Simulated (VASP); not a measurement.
Write the native input for VASP 6.6.1 that does the following.

* Task: single point
* Functional: PBE
* Potentials or basis: VASP PAW PBE potentials, release 64 (Ca_sv, Ge_d, N)
* Cutoff: 520 eV
* k mesh: 6 × 6 × 4
* Occupations: gaussian, width 0.1 eV
* Spin: no spin polarisation
* Dipole correction: no
* Further INCAR settings: ALGO = Normal; EDIFF = 1e-07; NBANDS = 34

The structure of Ca2Ge2N lies in POSCAR:

```
Ca2Ge2N
1.0
    4.0987628472      0.0000000027      0.0000000000
   -2.0493814260      3.5496327484      0.0000000000
    0.0000000000      0.0000000000      8.2345079770
Ca Ge N
2 2 1
Direct
    0.3333333333      0.6666666667      0.6932479319
    0.6666666667      0.3333333333      0.3067520681
    0.3333333333      0.6666666667      0.0754516300
    0.6666666667      0.3333333333      0.9245483700
    0.0000000000      0.0000000000      0.0000000000
```

The cell was generated, and may not be a known phase.

One way to write it, as run:

INCAR

```
SYSTEM = Ca2Ge2N
  ALGO = Normal
  EDIFF = 1E-7
  ENCUT = 520
  GGA = PE
  ISIF = 2
  ISMEAR = 0
  LASPH = .True.
  LCHARG = .True.
  LELF = .True.
  LREAL = .False.
  LVHAR = .True.
  LWAVE = .False.
  NBANDS = 34
  NELM = 80
  PREC = Accurate
  SIGMA = 0.1
```

KPOINTS

```
k-points
0
Gamma
  6 6 4
  0 0 0
```

Potentials or basis: VASP PAW PBE potentials, release 64 (Ca_sv, Ge_d, N).

The run is started by

```console
$ cat potpaw_PBE.64/Ca_sv/POTCAR potpaw_PBE.64/Ge_d/POTCAR potpaw_PBE.64/N/POTCAR > POTCAR
$ mpirun -np 1 vasp_std > vasp.out
```

Results of the run:

```
Pressure               : 0.1 GPa
Largest force          : 0.013 eV/Å
Band gap on the k mesh : zero (an odd number of electrons rules out a gap without spin polarisation)
```

Run time: 75 s on 1 thread of AMD EPYC 9R45 96-Core Processor (Zen 5), with other jobs on the host, peak memory 0.25 GiB.
